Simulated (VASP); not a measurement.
A run of VASP 6.6.1 is set up as follows.

The input INCAR:

```
ALGO     = Normal         # electronic algorithm
EDIFF    = 1E-7           # SCF threshold, eV
EDIFFG   = -0.01          # ionic threshold
ENCUT    = 500            # plane-wave cutoff, eV
GGA      = PE             # functional
GGA_COMPAT= F            
IBRION   = 2              # ionic algorithm
ISIF     = 3              # what is computed and relaxed
ISMEAR   = 0              # smearing method
LASPH    = T              # aspherical terms in the spheres
LCHARG   = F              # write CHGCAR
LREAL    = F              # projectors in reciprocal space
LWAVE    = F              # write WAVECAR
NELM     = 120            # most SCF steps
NELMIN   = 4            
NSW      = 80             # ionic steps
PREC     = Accurate       # precision mode
SIGMA    = 0.02           # smearing width, eV
```

Contents of KPOINTS:

```
k-points
0
Gamma
  8 8 8
```

POSCAR

```
NaCl
1.0
    0.0000000000      2.8510411857      2.8510411857
    2.8510411857      0.0000000000      2.8510411857
    2.8510411857      2.8510411857      0.0000000000
Na Cl
1 1
Direct
    0.0000000000      0.0000000000      0.0000000000
    0.5000000000      0.5000000000      0.5000000000
```

Potentials or basis: VASP PAW PBE potentials, release 64 (Na_pv, Cl).

Run with:

```bash
$ cat potpaw_PBE.64/Na_pv/POTCAR potpaw_PBE.64/Cl/POTCAR > POTCAR
$ mpirun -np 1 vasp_std > vasp.out
```

(1) What does it give for the relaxed volume?

(2) Estimate the band gap on the k mesh.

## Answers

(1) 23.11 Å³/atom.

(2) 4.99 eV.
